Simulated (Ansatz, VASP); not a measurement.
YAs2 in VASP and in Ansatz

```
CELL_PARAMETERS angstrom
6.87834 0.00000 0.00000
0.00000 6.87834 0.00000
0.00000 0.00000 3.98144
ATOMIC_POSITIONS crystal
Y 0.00000 0.00000 0.00000
Y 0.50000 0.50000 0.50000
As 0.28759 0.28759 0.00000
As 0.21241 0.78759 0.50000
As 0.71241 0.71241 0.00000
As 0.78759 0.21241 0.50000
```

Alike in both runs: functional PBE; k mesh 4 × 4 × 4; occupations gaussian, width 0.1 eV; no spin polarisation.

Ansatz relaxed the structure, and its values are those at the end. VASP's run is a single point on that final structure, the one shown.

```csv
,VASP,Ansatz
version,VASP 6.6.1,Ansatz 0.2.0
potentials or method,"VASP PAW PBE potentials, release 64 (Y_sv, As), cutoff 520 eV","scalar-relativistic, plane waves, PAW"
valence electrons in the cell,42,82
```

|  | VASP | Ansatz | Ansatz less VASP |
| --- | --- | --- | --- |
| gap on the k mesh at the Fermi level (eV) | none | none | - |
| pressure (GPa) | 0.0 | 0.0 | +0.01 |

A gap of «none» marks a metal or a gap that the smearing closes. The functional is the same, so the differences come from potentials, cutoffs and numerics. VASP's potentials hold 42 valence electrons a cell and Ansatz's 82, so a difference there can come from the potentials and not from the codes.

The k mesh is coarse, so the values compare programs but aren't converged.
